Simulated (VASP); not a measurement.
# LaHfO (P-6m2) in VASP: single point with PBE

Aim: the single point of LaHfO with PBE.

All numbers are computed with VASP 6.6.1; they aren't measurements. Logs are shortened: lines on timing, memory, paths and dates and some standing lists are left out, and cuts for length are marked.

**1. The cell of the first run**

It takes space group P-6m2 (No. 187, hexagonal). The conventional cell has a = 3.997 Å, b = 3.997 Å, c = 3.926 Å, α = 90.00°, β = 90.00°, γ = 120.00°. La (site symmetry -6m2) has 3 O at 2.31 Å and 6 Hf at 3.03 Å within 3.1 Å. Hf (site symmetry -6m2) has 6 O at 3.03 Å and 6 La at 3.03 Å and 8 Hf at 3.93 to 4.00 Å within 4.0 Å. Within 3.1 Å of O (site symmetry -6m2) lie 3 La at 2.31 Å and 6 Hf at 3.03 Å.

**2. Single point, PBE**

File INCAR:

```
SYSTEM = LaHfO
PREC = Accurate ; ENCUT = 520
EDIFF = 1E-6 ; ISMEAR = 0
SIGMA = 0.1 ; LREAL = .FALSE.
LASPH = .TRUE. ; NELM = 60
ALGO = Normal ; ISIF = 2
LWAVE = .FALSE. ; LCHARG = .FALSE.
GGA = PE ; NBANDS = 20
```

File KPOINTS:

```
regular mesh
0
G
  6 6 4
  0 0 0
```

File POSCAR:

```
LaHfO
1.0
    3.9974170900      0.0000000000      0.0000000000
   -1.9987085400      3.4618647500      0.0000000000
    0.0000000000      0.0000000000      3.9260845000
La Hf O
1 1 1
Direct
    0.6666666700      0.3333333300      0.0000000000
    0.0000000000      0.0000000000      0.5000000000
    0.3333333300      0.6666666700      0.0000000000
```

Potentials or basis: VASP PAW PBE potentials, release 64 (La, Hf_pv, O).

On the command line:

```
$ cat potpaw_PBE.64/La/POTCAR potpaw_PBE.64/Hf_pv/POTCAR potpaw_PBE.64/O/POTCAR > POTCAR
$ mpirun -np 1 vasp_std > vasp.out
```

OUTCAR:

```text
SYSTEM = LaHfO
   PREC = Accurate
   ENCUT = 520
   EDIFF = 1E-6
   ISMEAR = 0
   LREAL = .FALSE.
   LASPH = .TRUE.
   NELM = 60
   ISIF = 2
   GGA = PE

 ion  position               nearest neighbor table
   1  0.667  0.333  0.000-   3 2.31   3 2.31   3 2.31   2 3.03   2 3.03   2 3.03   2 3.03   2 3.03
                             2 3.03
   2  0.000  0.000  0.500-   1 3.03   1 3.03   1 3.03   1 3.03   1 3.03   1 3.03
   3  0.333  0.667  0.000-   1 2.31   1 2.31   1 2.31

  LATTYP: Found a hexagonal cell.
 ALAT       =     3.9974170900
 C/A-ratio  =     0.9821553297

  Lattice vectors:

 A1 = (   3.9974170900,   0.0000000000,   0.0000000000)
 A2 = (  -1.9987085400,   3.4618647500,   0.0000000000)
 A3 = (   0.0000000000,   0.0000000000,   3.9260845000)

Analysis of symmetry for initial positions (statically):
=====================================================================
 Subroutine PRICEL returns:
 Original cell was already a primitive cell.

 Routine SETGRP: Setting up the symmetry group for a
 hexagonal supercell.

 Subroutine GETGRP returns: Found 12 space group operations
 (whereof 12 operations were pure point group operations)
 out of a pool of 24 trial point group operations.

The static configuration has the point symmetry D_3h.

Analysis of symmetry for dynamics (positions and initial velocities):
=====================================================================
 Subroutine PRICEL returns:
 Original cell was already a primitive cell.

 Routine SETGRP: Setting up the symmetry group for a
 hexagonal supercell.

 Subroutine GETGRP returns: Found 12 space group operations
 (whereof 12 operations were pure point group operations)
 out of a pool of 24 trial point group operations.

The dynamic configuration has the point symmetry D_3h.

 Subroutine INISYM returns: Found 12 space group operations
 (whereof 12 operations are pure point group operations),
 and found     1 'primitive' translations

----------------------------------------------------------------------------------------

                                     Primitive cell

  volume of cell :      54.3312

  direct lattice vectors                    reciprocal lattice vectors
     3.997417090  0.000000000  0.000000000     0.250161536  0.144430830  0.000000000
    -1.998708540  3.461864750  0.000000000     0.000000000  0.288861660  0.000000000
     0.000000000  0.000000000  3.926084500     0.000000000  0.000000000  0.254706693

  length of vectors
     3.997417090  3.997417088  3.926084500     0.288861660  0.288861660  0.254706693

  position of ions in fractional coordinates (direct lattice)
     0.666666670  0.333333330  0.000000000
     0.000000000  0.000000000  0.500000000
     0.333333330  0.666666670  0.000000000

  ion indices of the primitive-cell ions
   primitive index   ion index
                 1           1
                 2           2
                 3           3

----------------------------------------------------------------------------------------

 KPOINTS: regular mesh

Automatic generation of k-mesh.
 Grid dimensions read from file:
 generate k-points for:    6    6    4

 Generating k-lattice:

  Cartesian coordinates                     Fractional coordinates (reciprocal lattice)
     0.041693589  0.024071805  0.000000000     0.166666667  0.000000000  0.000000000
     0.000000000  0.048143610  0.000000000     0.000000000  0.166666667  0.000000000
     0.000000000  0.000000000  0.063676673     0.000000000  0.000000000  0.250000000

  Length of vectors
     0.048143610  0.048143610  0.063676673

  Shift w.r.t. Gamma in fractional coordinates (k-lattice)
     0.000000000  0.000000000  0.000000000

 Subroutine IBZKPT returns following result:
 ===========================================

 Found     21 irreducible k-points:

 Following reciprocal coordinates:
            Coordinates               Weight
  0.000000  0.000000  0.000000      1.000000
  0.166667  0.000000  0.000000      6.000000
  0.333333  0.000000  0.000000      6.000000
  0.500000  0.000000  0.000000      3.000000
  0.166667  0.166667  0.000000      6.000000
  0.333333  0.166667  0.000000     12.000000
[... 13 lines left out ...]
  0.333333  0.166667  0.500000     12.000000
  0.333333  0.333333  0.500000      2.000000
   k-points           NKPTS =     21   k-points in BZ     NKDIM =     21   number of bands    NBANDS=     20
   number of dos      NEDOS =    301   number of ions     NIONS =      3
   total plane-waves  NPLWV =  27000
   dimension x,y,z NGX =    30 NGY =   30 NGZ =   30
   dimension x,y,z NGXF=    60 NGYF=   60 NGZF=   60
   ions per type =               1   1   1
   NGX,Y,Z   is equivalent  to a cutoff of  12.48, 12.48, 12.70 a.u.
   NGXF,Y,Z  is equivalent  to a cutoff of  24.95, 24.95, 25.41 a.u.
 SYSTEM =  LaHfO
   PREC   = accura    normal or accurate (medium, high low for compatibility)
   ISTART =      0    job   : 0-new  1-cont  2-samecut
   ICHARG =      2    charge: 1-file 2-atom 10-const
   ISPIN  =      1    spin polarized calculation?
   LNONCOLLINEAR =      F non collinear calculations
   LSORBIT =      F    spin-orbit coupling
   LASPH  =      T    aspherical Exc in radial PAW
   ENCUT  =  520.0 eV  38.22 Ry    6.18 a.u.   7.43  7.43  7.30*2*pi/ulx,y,z
   NELM   =     60;   NELMIN=  2; NELMDL= -5     # of ELM steps
   EDIFF  = 0.1E-05   stopping-criterion for ELM
   LREAL  =      F    real-space projection
   EDIFFG = 0.1E-04   stopping-criterion for IOM
   NSW    =      0    number of steps for IOM
   IBRION =     -1    ionic relax: 0-MD 1-quasi-New 2-CG
   NFREE  =      0    steps in history (QN), initial steepest desc. (CG)
   ISIF   =      2    stress and relaxation
   ISYM   =      2    0-nonsym 1-usesym 2-fastsym
   POTIM  = 0.5000    time-step for ionic-motion
   TEBEG  =    0.0;   TEEND  =   0.0 temperature during run
   PSTRESS=    0.0 pullay stress
   NELECT =      27.0000    total number of electrons
   NUPDOWN=      -1.0000    fix difference up-down
   EMIN   =  10.00;   EMAX   =-10.00  energy-range for DOS
   EFERMI =   0.00;   METHOD = LEGACY
   ISMEAR =     0;   SIGMA  =   0.10  broadening in eV -4-tet -1-fermi 0-gaus
   EFERMI_NEDOS =   21; number of points for ismear=-14 and -15
   IALGO  =     38    algorithm
   IMIX   =      4    mixing-type and parameters
     AMIX     =   0.40;   BMIX     =  1.00
     AMIX_MAG =   1.60;   BMIX_MAG =  1.00
  volume/ion in A,a.u.               =      18.11       122.21
  Fermi-wavevector in a.u.,A,eV,Ry     =   1.296720  2.450446 22.877977  1.681484
  Thomas-Fermi vector in A             =   2.428159
   LORBIT       =      0    0 simple, 1 ext, 2 COOP (PROOUT), +10 PAW based schemes
   GGA     = PE    functional components
   LHFCALC =     F    Hartree Fock is set to
   AEXX    =    0.0000 exact exchange contribution
   IVDW    =     0    specifies the selected vdW correction
   LEPSILON=     F    determine dielectric tensor
   LRPA    =     F    only Hartree local field effects (RPA)
 non-spin polarized calculation
 Gauss-broadening in eV      SIGMA  =   0.10
  energy-cutoff  :      520.00
  volume of cell :       54.33
 maximum number of plane-waves:      1497
 NGX is ok and might be reduce to    30
   NGX = 15   NGY = 15   NGZ = 15

 number of electron      27.0000002 magnetization

 Free energy of the ion-electron system (eV)
  ---------------------------------------------------
  ext. energy  EPLUGINS =         0.00000000
  ---------------------------------------------------
  free energy    TOTEN  =       -20.14707276 eV

  energy without entropy =      -20.11338833  energy(sigma->0) =      -20.13023054

 E-fermi :   8.3633     XC(G=0): -11.3151

 val. band max:        8.3543743981   @ k =   0.3333   0.1667   0.2500
 cond. band min:       8.3800042467   @ k =   0.1667   0.0000   0.0000
 fundamental gap:      0.0256298486
 Fermi energy:         8.3632978302

 k-point     1 :       0.0000    0.0000    0.0000
  band No.  band energies     occupation
      1     -23.1445      2.00000
      2     -23.1181      2.00000
      3     -23.1181      2.00000
      4     -23.1004      2.00000
      5     -10.1477      2.00000
      6      -6.9975      2.00000
[... 12 lines left out ...]
     19      12.2471      0.00000
     20      12.4902      0.00000

 k-point     2 :       0.1667    0.0000    0.0000
  band No.  band energies     occupation
      1     -23.3277      2.00000
      2     -23.1409      2.00000
      3     -23.1224      2.00000
      4     -22.8594      2.00000
      5     -10.6307      2.00000
      6      -7.0658      2.00000
[... 12 lines left out ...]
     19      12.2689      0.00000
     20      12.5114      0.00000

 k-point     3 :       0.3333    0.0000    0.0000
  band No.  band energies     occupation
      1     -23.4714      2.00000
      2     -23.1336      2.00000
      3     -23.1311      2.00000
      4     -22.6513      2.00000
      5     -11.3426      2.00000
      6      -7.1963      2.00000
[... 12 lines left out ...]
     19      12.1187      0.00000
     20      12.2952      0.00000

 k-point     4 :       0.5000    0.0000    0.0000
  band No.  band energies     occupation
      1     -23.5210      2.00000
      2     -23.1354      2.00000
      3     -23.1300      2.00000
      4     -22.5687      2.00000
      5     -11.6329      2.00000
      6      -7.2587      2.00000
[... 12 lines left out ...]
     19      11.5941      0.00000
     20      11.9305      0.00000

 k-point     5 :       0.1667    0.1667    0.0000
  band No.  band energies     occupation
      1     -23.4394      2.00000
      2     -23.1354      2.00000
      3     -23.1339      2.00000
      4     -22.6948      2.00000
      5     -11.1702      2.00000
      6      -7.2949      2.00000
[... 12 lines left out ...]
     19      12.1783      0.00000
     20      12.3219      0.00000

 k-point     6 :       0.3333    0.1667    0.0000
  band No.  band energies     occupation
      1     -23.5120      2.00000
      2     -23.1482      2.00000
      3     -23.1300      2.00000
      4     -22.5656      2.00000
      5     -11.5918      2.00000
      6      -7.5619      2.00000
[... 12 lines left out ...]
     19      11.6819      0.00000
     20      11.9977      0.00000

 k-point     7 :       0.3333    0.3333    0.0000
  band No.  band energies     occupation
      1     -23.5242      2.00000
      2     -23.1638      2.00000
      3     -23.1282      2.00000
      4     -22.5243      2.00000
      5     -11.6807      2.00000
      6      -7.8352      2.00000
[... 12 lines left out ...]
     19      11.3735      0.00000
     20      11.7640      0.00000
[... 208 lines left out ...]
 k-point    17 :       0.3333    0.0000    0.5000
  band No.  band energies     occupation
      1     -23.4227      2.00000
      2     -23.1605      2.00000
      3     -23.1215      2.00000
      4     -22.6894      2.00000
      5     -11.2712      2.00000
      6      -7.4607      2.00000
[... 12 lines left out ...]
     19      11.5320      0.00000
     20      12.3825      0.00000

 k-point    18 :       0.5000    0.0000    0.5000
  band No.  band energies     occupation
      1     -23.2854      2.00000
      2     -23.1770      2.00000
      3     -23.1251      2.00000
      4     -22.8009      2.00000
      5     -11.5676      2.00000
      6      -7.3723      2.00000
[... 12 lines left out ...]
     19      11.1198      0.00000
     20      11.6330      0.00000

 k-point    19 :       0.1667    0.1667    0.5000
  band No.  band energies     occupation
      1     -23.4778      2.00000
      2     -23.1492      2.00000
      3     -23.1227      2.00000
      4     -22.6469      2.00000
      5     -11.1096      2.00000
      6      -7.5053      2.00000
[... 12 lines left out ...]
     19      11.7852      0.00000
     20      12.3709      0.00000

 k-point    20 :       0.3333    0.1667    0.5000
  band No.  band energies     occupation
      1     -23.2882      2.00000
      2     -23.1688      2.00000
      3     -23.1334      2.00000
      4     -22.7976      2.00000
      5     -11.5651      2.00000
      6      -7.4263      2.00000
[... 12 lines left out ...]
     19      11.4292      0.00000
     20      11.9750      0.00000

 k-point    21 :       0.3333    0.3333    0.5000
  band No.  band energies     occupation
      1     -23.1911      2.00000
      2     -23.1629      2.00000
      3     -23.1494      2.00000
      4     -22.8810      2.00000
      5     -11.7017      2.00000
      6      -7.5527      2.00000
[... 12 lines left out ...]
     19      10.9391      0.00000
     20      12.1772      0.00000

------------------------ aborting loop because EDIFF is reached ----------------------------------------

  FORCE on cell =-STRESS in cart. coord.  units (eV):
  Direction    XX          YY          ZZ          XY          YZ          ZX
  --------------------------------------------------------------------------------------
  -------------------------------------------------------------------------------------
  Total        6.0059419      6.0059419      6.5721448      0.0000000     -0.0000000      0.0000000
  in kB      177.1097652    177.1097652    193.8065738      0.0000003     -0.0000000      0.0000000
  external PRESSURE =     182.6753680 kB  Pullay stress =       0.0000000 kB

 VOLUME and BASIS-vectors are now :
 -----------------------------------------------------------------------------
  energy-cutoff  :      520.00
  volume of cell :       54.33
      direct lattice vectors                 reciprocal lattice vectors
     3.997417090  0.000000000  0.000000000     0.250161536  0.144430830  0.000000000
    -1.998708540  3.461864750  0.000000000     0.000000000  0.288861660  0.000000000
     0.000000000  0.000000000  3.926084500     0.000000000  0.000000000  0.254706693

 POSITION                                       TOTAL-FORCE (eV/Angst)
 -----------------------------------------------------------------------------------
      1.99871      1.15395      0.00000        -0.000000     -0.000000      0.000000
      0.00000      0.00000      1.96304         0.000000     -0.000000      0.000000
     -0.00000      2.30791      0.00000         0.000000      0.000000      0.000000
 -----------------------------------------------------------------------------------
    total drift:                                0.000002     -0.000001     -0.000000

  FREE ENERGIE OF THE ION-ELECTRON SYSTEM (eV)
  ---------------------------------------------------
  free  energy   TOTEN  =       -20.1470727572 eV

  energy  without entropy=      -20.1133883305  energy(sigma->0) =      -20.13023054
```

It took 19 s on 1 thread of Intel Xeon 6975P-C (Granite Rapids), shared host; peak memory 0.19 GiB.

Results:

* Free energy: -20.1471 eV
* Pressure: 18.3 GPa

Caveat: the k points lie up to 0.40 Å⁻¹ apart; spin-orbit coupling is left out, which moves the levels of the heavy elements; an odd number of electrons without spin polarisation forces a metal; a magnetic or distorted state may lie lower.
